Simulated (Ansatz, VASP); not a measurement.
## Two plane-wave programs on Sn2SeS3

INCAR

```
SYSTEM = Sn2SeS3
ALGO     = Normal         ! electronic algorithm
EDIFF    = 1E-7           ! SCF threshold, eV
ENCUT    = 520            ! plane-wave cutoff, eV
GGA      = PE             ! functional
ISIF     = 2              ! what is computed and relaxed
ISMEAR   = 0              ! smearing method
LASPH    = .True.         ! aspherical terms in the spheres
LCHARG   = .False.        ! write CHGCAR
LREAL    = .False.        ! projectors in reciprocal space
LWAVE    = .False.        ! write WAVECAR
NBANDS   = 35             ! bands
NELM     = 100            ! most SCF steps
PREC     = Accurate       ! precision mode
SIGMA    = 0.1            ! smearing width, eV
```

KPOINTS

```
k-points
0
Gamma
  4 4 4
  0 0 0
```

POSCAR

```
Sn2SeS3
1.0
   -2.9087736500      2.9087736500      4.6424335500
    2.9087736500     -2.9087736500      4.6424335500
    2.9087736500      2.9087736500     -4.6424335500
Sn Se S
2 1 3
Direct
    0.5000000000      0.0000000000      0.5000000000
    0.0000000000      0.5000000000      0.5000000000
    0.5000000000      0.5000000000      0.0000000000
    0.7885305500      0.7885305500      0.0000000000
    0.2114694500      0.2114694500      0.0000000000
    0.0000000000      0.0000000000      0.0000000000
```

Input for Ansatz:

```yaml
crystal:
  lattice:
    - [-2.90877365, 2.90877365, 4.64243355]
    - [2.90877365, -2.90877365, 4.64243355]
    - [2.90877365, 2.90877365, -4.64243355]
  atoms:
    - { symbol: Sn, position: [0.5, 0.0, 0.5] }
    - { symbol: Sn, position: [0.0, 0.5, 0.5] }
    - { symbol: Se, position: [0.5, 0.5, 0.0] }
    - { symbol: S, position: [0.78853055, 0.78853055, 0.0] }
    - { symbol: S, position: [0.21146945, 0.21146945, 0.0] }
    - { symbol: S, position: [0.0, 0.0, 0.0] }
basis:
  ecutwfc: 420
kpoints:
  mp_grid: { grid: [4, 4, 4] }
hamiltonian:
  xc: pbe
scf:
  occupations: { method: gaussian, width: 0.1 }
  lower_state_search: "off"
output:
  forces: true
  stress: true
  eigenvalues: true
```

Alike in both runs: task single point; functional PBE; k mesh 4 × 4 × 4; occupations gaussian, width 0.1 eV; no spin polarisation.

|  | VASP | Ansatz |
| --- | --- | --- |
| version | VASP 6.6.1 | Ansatz 0.2.0 |
| potentials or method | VASP PAW PBE potentials, release 64 (Sn_d, Se, S), cutoff 520 eV | scalar-relativistic, plane waves, PAW |
| valence electrons in the cell | 52 | 62 |

|  | VASP | Ansatz | Ansatz less VASP |
| --- | --- | --- | --- |
| gap on the k mesh at the Fermi level (eV) | none | none | - |
| pressure (GPa) | 5.4 | 5.6 | +0.22 |
| traceless stress, the component that is largest in VASP (GPa) | 12.68 | 13.02 | +0.344 |
| rms of the force components (eV/Å) | 1.422 | 1.472 | +0.0503 |

Atom by atom the forces differ by 0.050 eV/Å (rms over components). A gap of «none» marks a metal or a gap that the smearing closes. VASP's potentials hold 52 valence electrons a cell and Ansatz's 62, so a difference there can come from the potentials and not from the codes.

The k mesh is coarse, so the values compare programs but aren't converged.
